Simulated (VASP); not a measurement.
Here is a VASP 6.6.1 calculation.

The input INCAR:

```
  PREC = Accurate
  ENCUT = 520
  EDIFF = 1E-6
  ISMEAR = -1
  SIGMA = 0.05
  LREAL = False
  LASPH = True
  NELM = 150
  ALGO = Fast
  ISIF = 2
  LWAVE = False
  LCHARG = False
  ISPIN = 2
  MAGMOM = 0 0 1 -1
  LORBIT = 11
  LMAXMIX = 4
  GGA = PE
  NBANDS = 27
```

The input KPOINTS:

```
regular mesh
0
Gamma
  8 8 5
```

The input POSCAR:

```
NiSb
1.0
    3.9280000000      0.0000000000      0.0000000000
   -1.9640000000      3.4017477861      0.0000000000
    0.0000000000      0.0000000000      5.1200000000
Sb Ni
2 2
Direct
    0.6666666667      0.3333333333      0.7500000000
    0.3333333333      0.6666666667      0.2500000000
    0.0000000000      0.0000000000      0.5000000000
    0.0000000000      0.0000000000      0.0000000000
```

Potentials or basis: VASP PAW PBE potentials, release 64 (Sb, Ni).

Command:

```console
$ cat potpaw_PBE.64/Sb/POTCAR potpaw_PBE.64/Ni/POTCAR > POTCAR
$ mpirun -np 1 vasp_std > vasp.out
```

**Question.** Estimate the pressure.

**Answer.** 3.6 GPa.

**Question.** Estimate the net moment.

**Answer.** 0.00 μB per cell.

**Question.** Predict the band gap on the k mesh.

**Answer.** Zero (filled and empty bands overlap).

Stress tensor (GPa, compression positive):
```
3.77 0.00 0.00
0.00 3.77 0.00
0.00 0.00 3.27
```

Caveat: the cell stands under pressure; the moments typed at the start vanished in this run; spin-orbit coupling is left out, which moves the levels of the heavy elements.
